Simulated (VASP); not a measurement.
# MgSbF6 (R-3) in VASP: notebook

The runs below take MgSbF6 through single point, with LDA.

Program: VASP 6.6.1. These are calculated values, not measurements. Logs are shortened: lines on timing, memory, paths and dates and some standing lists are left out, and cuts for length are marked.

## Step 1: The cell of the first run

Symmetry: R-3, No. 148, trigonal system. The conventional cell has a = 5.486 Å, b = 5.486 Å, c = 14.035 Å, α = 90.00°, β = 90.00°, γ = 120.00°. Mg (site symmetry -3) has 6 F at 2.01 Å within 2.7 Å. Sb (site symmetry -3) has 6 F at 2.05 Å within 2.7 Å. Within 2.7 Å of F (site symmetry 1) lie 1 Mg at 2.01 Å and 1 Sb at 2.05 Å.

## Step 2: Single point, LDA

The input, INCAR:

```
SYSTEM = MgSbF6
PREC     = Accurate       ! precision mode
ENCUT    = 520            ! plane-wave cutoff, eV
EDIFF    = 1E-6           ! SCF threshold, eV
ISMEAR   = 1              ! smearing method
SIGMA    = 0.1            ! smearing width, eV
LREAL    = .FALSE.        ! projectors in reciprocal space
LASPH    = .TRUE.         ! aspherical terms in the spheres
NELM     = 60             ! most SCF steps
ALGO     = Normal         ! electronic algorithm
ISIF     = 2              ! what is computed and relaxed
LWAVE    = .FALSE.        ! write WAVECAR
LCHARG   = .TRUE.         ! write CHGCAR
LELF     = .TRUE.         ! ELF
LVHAR    = .TRUE.       
NBANDS   = 34             ! bands
```

The input, KPOINTS:

```
regular mesh
0
G
  4 4 4
  0 0 0
```

The input, POSCAR:

```
MgSbF6
1.0
    2.7428412700      1.5835801500      4.6782333300
   -2.7428412700      1.5835801500      4.6782333300
    0.0000000000     -3.1671603000      4.6782333300
Mg Sb F
1 1 6
Direct
    0.5000000000      0.5000000000      0.5000000000
    0.0000000000      0.0000000000      0.0000000000
    0.7490880000      0.1612600000      0.3435700000
    0.3435700000      0.7490880000      0.1612600000
    0.8387400000      0.6564300000      0.2509120000
    0.6564300000      0.2509120000      0.8387400000
    0.2509120000      0.8387400000      0.6564300000
    0.1612600000      0.3435700000      0.7490880000
```

Potentials or basis: VASP PAW LDA potentials, release 64 (Mg, Sb, F).

On the command line:

```console
> cat potpaw_LDA.64/Mg/POTCAR potpaw_LDA.64/Sb/POTCAR potpaw_LDA.64/F/POTCAR > POTCAR
> mpirun -np 1 vasp_std > vasp.out
```

OUTCAR:

```text
SYSTEM = MgSbF6
   PREC = Accurate
   ENCUT = 520
   EDIFF = 1E-6
   ISMEAR = 1
   LREAL = .FALSE.
   LASPH = .TRUE.
   NELM = 60
   ISIF = 2

 ion  position               nearest neighbor table
   1  0.500  0.500  0.500-   3 2.01   7 2.01   6 2.01   4 2.01   5 2.01   8 2.01
   2  0.000  0.000  0.000-   4 2.05   6 2.05   3 2.05   7 2.05   5 2.05   8 2.05
   3  0.749  0.161  0.344-   1 2.01   2 2.05
   4  0.344  0.749  0.161-   1 2.01   2 2.05
   5  0.839  0.656  0.251-   1 2.01   2 2.05
   6  0.656  0.251  0.839-   1 2.01   2 2.05
   7  0.251  0.839  0.656-   1 2.01   2 2.05
   8  0.161  0.344  0.749-   1 2.01   2 2.05

  LATTYP: Found a trigonal (rhomboedric) cell.
 ALAT       =     5.6494930227
 COS(alpha) =     0.5285752333

  Lattice vectors:

 A1 = (   2.7428412700,   1.5835801500,   4.6782333300)
 A2 = (  -2.7428412700,   1.5835801500,   4.6782333300)
 A3 = (   0.0000000000,  -3.1671603000,   4.6782333300)

Analysis of symmetry for initial positions (statically):
=====================================================================
 Subroutine PRICEL returns:
 Original cell was already a primitive cell.

 Routine SETGRP: Setting up the symmetry group for a
 trigonal (rhombohedral) supercell.

 Subroutine GETGRP returns: Found  6 space group operations
 (whereof  6 operations were pure point group operations)
 out of a pool of 12 trial point group operations.

The static configuration has the point symmetry S_6 .

Analysis of symmetry for dynamics (positions and initial velocities):
=====================================================================
 Subroutine PRICEL returns:
 Original cell was already a primitive cell.

 Routine SETGRP: Setting up the symmetry group for a
 trigonal (rhombohedral) supercell.

 Subroutine GETGRP returns: Found  6 space group operations
 (whereof  6 operations were pure point group operations)
 out of a pool of 12 trial point group operations.

The dynamic configuration has the point symmetry S_6 .

 Subroutine INISYM returns: Found  6 space group operations
 (whereof  6 operations are pure point group operations),
 and found     1 'primitive' translations

----------------------------------------------------------------------------------------

                                     Primitive cell

  volume of cell :     121.9197

  direct lattice vectors                    reciprocal lattice vectors
     2.742841270  1.583580150  4.678233330     0.182292722  0.105246752  0.071251968
    -2.742841270  1.583580150  4.678233330    -0.182292722  0.105246752  0.071251968
     0.000000000 -3.167160300  4.678233330     0.000000000 -0.210493503  0.071251968

  length of vectors
     5.649493023  5.649493023  5.649493026     0.222225917  0.222225917  0.222225916

  position of ions in fractional coordinates (direct lattice)
     0.500000000  0.500000000  0.500000000
     0.000000000  0.000000000  0.000000000
     0.749088000  0.161260000  0.343570000
     0.343570000  0.749088000  0.161260000
     0.838740000  0.656430000  0.250912000
     0.656430000  0.250912000  0.838740000
     0.250912000  0.838740000  0.656430000
     0.161260000  0.343570000  0.749088000

  ion indices of the primitive-cell ions
   primitive index   ion index
                 1           1
                 2           2
                 3           3
                 4           4
                 5           5
                 6           6
                 7           7
                 8           8

----------------------------------------------------------------------------------------

 KPOINTS: regular mesh

Automatic generation of k-mesh.
 Grid dimensions read from file:
 generate k-points for:    4    4    4

 Generating k-lattice:

  Cartesian coordinates                     Fractional coordinates (reciprocal lattice)
     0.045573180  0.026311688  0.017812992     0.250000000 -0.000000000  0.000000000
    -0.045573180  0.026311688  0.017812992    -0.000000000  0.250000000  0.000000000
     0.000000000 -0.052623376  0.017812992     0.000000000  0.000000000  0.250000000

  Length of vectors
     0.055556479  0.055556479  0.055556479

  Shift w.r.t. Gamma in fractional coordinates (k-lattice)
     0.000000000  0.000000000  0.000000000

 Subroutine IBZKPT returns following result:
 ===========================================

 Found     14 irreducible k-points:

 Following reciprocal coordinates:
            Coordinates               Weight
  0.000000  0.000000  0.000000      1.000000
  0.250000 -0.000000  0.000000      6.000000
  0.500000 -0.000000  0.000000      3.000000
  0.250000  0.250000  0.000000      6.000000
  0.500000  0.250000  0.000000      6.000000
  0.500000  0.000000 -0.250000      6.000000
 -0.250000  0.250000  0.000000      6.000000
  0.500000  0.500000  0.000000      3.000000
  0.250000  0.250000  0.250000      2.000000
  0.500000  0.250000  0.250000      6.000000
 -0.250000  0.250000  0.250000      6.000000
  0.500000  0.500000  0.250000      6.000000
 -0.250000  0.500000  0.250000      6.000000
  0.500000  0.500000  0.500000      1.000000
   k-points           NKPTS =     14   k-points in BZ     NKDIM =     14   number of bands    NBANDS=     34
   number of dos      NEDOS =    301   number of ions     NIONS =      8
   total plane-waves  NPLWV =  74088
   dimension x,y,z NGX =    42 NGY =   42 NGZ =   42
   dimension x,y,z NGXF=    84 NGYF=   84 NGZF=   84
   ions per type =               1   1   6
   NGX,Y,Z   is equivalent  to a cutoff of  12.36, 12.36, 12.36 a.u.
   NGXF,Y,Z  is equivalent  to a cutoff of  24.72, 24.72, 24.72 a.u.
 SYSTEM =  MgSbF6
   PREC   = accura    normal or accurate (medium, high low for compatibility)
   ISTART =      0    job   : 0-new  1-cont  2-samecut
   ICHARG =      2    charge: 1-file 2-atom 10-const
   ISPIN  =      1    spin polarized calculation?
   LNONCOLLINEAR =      F non collinear calculations
   LSORBIT =      F    spin-orbit coupling
   LASPH  =      T    aspherical Exc in radial PAW
   ENCUT  =  520.0 eV  38.22 Ry    6.18 a.u.  10.50 10.50 10.50*2*pi/ulx,y,z
   NELM   =     60;   NELMIN=  2; NELMDL= -5     # of ELM steps
   EDIFF  = 0.1E-05   stopping-criterion for ELM
   LREAL  =      F    real-space projection
   EDIFFG = 0.1E-04   stopping-criterion for IOM
   NSW    =      0    number of steps for IOM
   IBRION =     -1    ionic relax: 0-MD 1-quasi-New 2-CG
   NFREE  =      0    steps in history (QN), initial steepest desc. (CG)
   ISIF   =      2    stress and relaxation
   ISYM   =      2    0-nonsym 1-usesym 2-fastsym
   POTIM  = 0.5000    time-step for ionic-motion
   TEBEG  =    0.0;   TEEND  =   0.0 temperature during run
   PSTRESS=    0.0 pullay stress
   NELECT =      49.0000    total number of electrons
   NUPDOWN=      -1.0000    fix difference up-down
   EMIN   =  10.00;   EMAX   =-10.00  energy-range for DOS
   EFERMI =   0.00;   METHOD = LEGACY
   ISMEAR =     1;   SIGMA  =   0.10  broadening in eV -4-tet -1-fermi 0-gaus
   EFERMI_NEDOS =   21; number of points for ismear=-14 and -15
   IALGO  =     38    algorithm
   IMIX   =      4    mixing-type and parameters
     AMIX     =   0.40;   BMIX     =  1.00
     AMIX_MAG =   1.60;   BMIX_MAG =  1.00
  volume/ion in A,a.u.               =      15.24       102.84
  Fermi-wavevector in a.u.,A,eV,Ry     =   1.208135  2.283045 19.858940  1.459591
  Thomas-Fermi vector in A             =   2.343752
   LORBIT       =      0    0 simple, 1 ext, 2 COOP (PROOUT), +10 PAW based schemes
   GGA     = CA    functional components
   LHFCALC =     F    Hartree Fock is set to
   AEXX    =    0.0000 exact exchange contribution
   IVDW    =     0    specifies the selected vdW correction
   LEPSILON=     F    determine dielectric tensor
   LRPA    =     F    only Hartree local field effects (RPA)
 non-spin polarized calculation
 Methfessel and Paxton  Order N= 1 SIGMA  =   0.10
  energy-cutoff  :      520.00
  volume of cell :      121.92
 maximum number of plane-waves:      3311
   NGX = 21   NGY = 21   NGZ = 21

 number of electron      49.0000003 magnetization

 Free energy of the ion-electron system (eV)
  ---------------------------------------------------
  ext. energy  EPLUGINS =         0.00000000
  ---------------------------------------------------
  free energy    TOTEN  =       -42.08302483 eV

  energy without entropy =      -42.07621076  energy(sigma->0) =      -42.08075347

 E-fermi :   0.7283     XC(G=0):  -9.1338

 val. band max:        0.7011942479   @ k =   0.5000   0.2500   0.2500
 cond. band min:       0.7551658828   @ k =   0.5000   0.0000  -0.2500
 fundamental gap:      0.0539716349
 Fermi energy:         0.7283461320

 k-point     1 :       0.0000    0.0000    0.0000
  band No.  band energies     occupation
      1     -22.9737      2.00000
      2     -22.2609      2.00000
      3     -22.2556      2.00000
      4     -22.2556      2.00000
      5     -21.9414      2.00000
      6     -21.9414      2.00000
[... 26 lines left out ...]
     33      11.3240      0.00000
     34      11.5553      0.00000

 k-point     2 :       0.2500   -0.0000    0.0000
  band No.  band energies     occupation
      1     -22.8896      2.00000
      2     -22.3524      2.00000
      3     -22.2380      2.00000
      4     -22.2294      2.00000
      5     -21.9745      2.00000
      6     -21.9658      2.00000
[... 26 lines left out ...]
     33      11.3492      0.00000
     34      11.6777      0.00000

 k-point     3 :       0.5000   -0.0000    0.0000
  band No.  band energies     occupation
      1     -22.7519      2.00000
      2     -22.5011      2.00000
      3     -22.2126      2.00000
      4     -22.1913      2.00000
      5     -22.0176      2.00000
      6     -21.9948      2.00000
[... 26 lines left out ...]
     33      11.1532      0.00000
     34      11.5030      0.00000

 k-point     4 :       0.2500    0.2500    0.0000
  band No.  band energies     occupation
      1     -22.8655      2.00000
      2     -22.2857      2.00000
      3     -22.2701      2.00000
      4     -22.2696      2.00000
      5     -22.0336      2.00000
      6     -21.9324      2.00000
[... 26 lines left out ...]
     33      11.3603      0.00000
     34      11.8894      0.00000

 k-point     5 :       0.5000    0.2500    0.0000
  band No.  band energies     occupation
      1     -22.7400      2.00000
      2     -22.4179      2.00000
      3     -22.2510      2.00000
      4     -22.2447      2.00000
      5     -22.0687      2.00000
      6     -21.9549      2.00000
[... 251 lines left out ...]
 k-point    12 :       0.5000    0.5000    0.2500
  band No.  band energies     occupation
      1     -22.7394      2.00000
      2     -22.4260      2.00000
      3     -22.2483      2.00000
      4     -22.2450      2.00000
      5     -22.0606      2.00000
      6     -21.9584      2.00000
[... 26 lines left out ...]
     33      11.3085      0.00000
     34      11.6235      0.00000

 k-point    13 :      -0.2500    0.5000    0.2500
  band No.  band energies     occupation
      1     -22.6959      2.00000
      2     -22.3818      2.00000
      3     -22.3005      2.00000
      4     -22.2920      2.00000
      5     -22.0411      2.00000
      6     -21.9730      2.00000
[... 26 lines left out ...]
     33      11.7383      0.00000
     34      11.7576      0.00000

 k-point    14 :       0.5000    0.5000    0.5000
  band No.  band energies     occupation
      1     -22.7518      2.00000
      2     -22.5126      2.00000
      3     -22.1976      2.00000
      4     -22.1976      2.00000
      5     -22.0060      2.00000
      6     -22.0060      2.00000
[... 26 lines left out ...]
     33      10.9368      0.00000
     34      11.5147      0.00000

------------------------ aborting loop because EDIFF is reached ----------------------------------------

  FORCE on cell =-STRESS in cart. coord.  units (eV):
  Direction    XX          YY          ZZ          XY          YZ          ZX
  --------------------------------------------------------------------------------------
  -------------------------------------------------------------------------------------
  Total       -4.4675848     -4.4675848     -4.5428955      0.0000000      0.0000000      0.0000000
  in kB      -58.7096553    -58.7096557    -59.6993321      0.0000000      0.0000000      0.0000000
  external PRESSURE =     -59.0395477 kB  Pullay stress =       0.0000000 kB

 VOLUME and BASIS-vectors are now :
 -----------------------------------------------------------------------------
  energy-cutoff  :      520.00
  volume of cell :      121.92
      direct lattice vectors                 reciprocal lattice vectors
     2.742841270  1.583580150  4.678233330     0.182292722  0.105246752  0.071251968
    -2.742841270  1.583580150  4.678233330    -0.182292722  0.105246752  0.071251968
     0.000000000 -3.167160300  4.678233330     0.000000000 -0.210493503  0.071251968

 POSITION                                       TOTAL-FORCE (eV/Angst)
 -----------------------------------------------------------------------------------
      0.00000      0.00000      7.01735         0.000000     -0.000000      0.000000
      0.00000      0.00000      0.00000         0.000000     -0.000000      0.000000
      1.61232      0.35347      5.86612        -0.021926      0.197455     -0.070108
     -1.11227      1.21958      5.86612        -0.160037     -0.117716     -0.070108
      0.50005      1.57304      8.16858        -0.181964      0.079739      0.070108
      1.11227     -1.21958      8.16858         0.160037      0.117716      0.070108
     -1.61232     -0.35347      8.16858         0.021926     -0.197455      0.070108
     -0.50005     -1.57304      5.86612         0.181964     -0.079739     -0.070108
 -----------------------------------------------------------------------------------
    total drift:                                0.000000     -0.000000      0.000000

  FREE ENERGIE OF THE ION-ELECTRON SYSTEM (eV)
  ---------------------------------------------------
  free  energy   TOTEN  =       -42.0830248288 eV

  energy  without entropy=      -42.0762107638  energy(sigma->0) =      -42.08075347
```

Run time: 1.8 min. Hardware: 1 thread of AMD EPYC 7R13, shared host; peak memory 0.21 GiB.

What came out:

* Free energy: -42.0830 eV
* Pressure: -5.9 GPa
* Largest force: 0.211 eV/Å

Forces on the atoms (eV/Å):
```
Mg   0.000  0.000  0.000
Sb   0.000  0.000  0.000
F   -0.022  0.197 -0.070
F   -0.160 -0.118 -0.070
F   -0.182  0.080  0.070
F    0.160  0.118  0.070
F    0.022 -0.197  0.070
F    0.182 -0.080 -0.070
```

Stress tensor (GPa, compression positive):
```
-5.87  0.00  0.00
 0.00 -5.87  0.00
 0.00  0.00 -5.97
```

Levels at points of the mesh, in eV from the Fermi level:
```csv
k point,band 22,band 23,band 24,band 25,band 26,band 27
"(0.00, 0.00, 0.00)",-3.94,-3.57,-3.57,-0.88,5.35,5.46
"(0.50, 0.00, 0.00)",-3.80,-3.80,-3.72,-0.03,4.34,5.59
"(0.50, 0.50, 0.00)",-3.99,-3.97,-3.63,0.10,5.17,5.38
"(0.50, 0.50, 0.50)",-3.88,-3.78,-3.78,0.06,4.29,5.85
```

Caveat: spin-orbit coupling is left out, which moves the levels of the heavy elements; an odd number of electrons without spin polarisation forces a metal; a magnetic or distorted state may lie lower.

## Step 3: Single point, LDA

The input, INCAR:

```
SYSTEM = MgSbF6
ALGO = Normal ; EDIFF = 1E-6
ENCUT = 520 ; GGA = CA
ISIF = 2 ; ISMEAR = 1
LASPH = .True. ; LCHARG = .True.
LELF = .True. ; LREAL = .False.
LVHAR = .True. ; LWAVE = .False.
NBANDS = 34 ; NELM = 100
PREC = Accurate ; SIGMA = 0.1
```

The input, KPOINTS:

```
k-points
0
Gamma
  4 4 4
  0 0 0
```

POSCAR is that of step 2.

Potentials or basis: VASP PAW LDA potentials, release 64 (Mg, Sb, F).

On the command line:

```console
> cat potpaw_LDA.64/Mg/POTCAR potpaw_LDA.64/Sb/POTCAR potpaw_LDA.64/F/POTCAR > POTCAR
> mpirun -np 1 vasp_std > vasp.out
```

It took 85 s on 1 thread of AMD EPYC 7R13, shared host; peak memory 0.21 GiB.

Results (log left out):

- Free energy: -42.0830 eV
- Pressure: -5.9 GPa
- Largest force: 0.211 eV/Å

Forces in eV/Å, atoms in the order of the input:
```
Mg   0.000  0.000  0.000
Sb   0.000  0.000  0.000
F   -0.022  0.197 -0.070
F   -0.160 -0.118 -0.070
F   -0.182  0.080  0.070
F    0.160  0.118  0.070
F    0.022 -0.197  0.070
F    0.182 -0.080 -0.070
```

Stress tensor (GPa, compression positive):
```
-5.87  0.00  0.00
 0.00 -5.87  0.00
 0.00  0.00 -5.97
```

Levels at points of the mesh, in eV from the Fermi level:
```csv
k point,band 21,band 22,band 23,band 24,band 25,band 26,band 27,band 28
"(0.00, 0.00, 0.00)",-3.94,-3.94,-3.57,-3.57,-0.88,5.35,5.46,5.46
"(0.50, 0.00, 0.00)",-3.88,-3.80,-3.80,-3.72,-0.03,4.34,5.59,5.84
"(0.50, 0.50, 0.00)",-4.01,-3.99,-3.97,-3.63,0.10,5.17,5.38,5.54
"(0.50, 0.50, 0.50)",-3.88,-3.88,-3.78,-3.78,0.06,4.29,5.85,5.85
```

Caveat: spin-orbit coupling is left out, which moves the levels of the heavy elements; an odd number of electrons without spin polarisation forces a metal; a magnetic or distorted state may lie lower.

(Continued in part 2 of 2.)
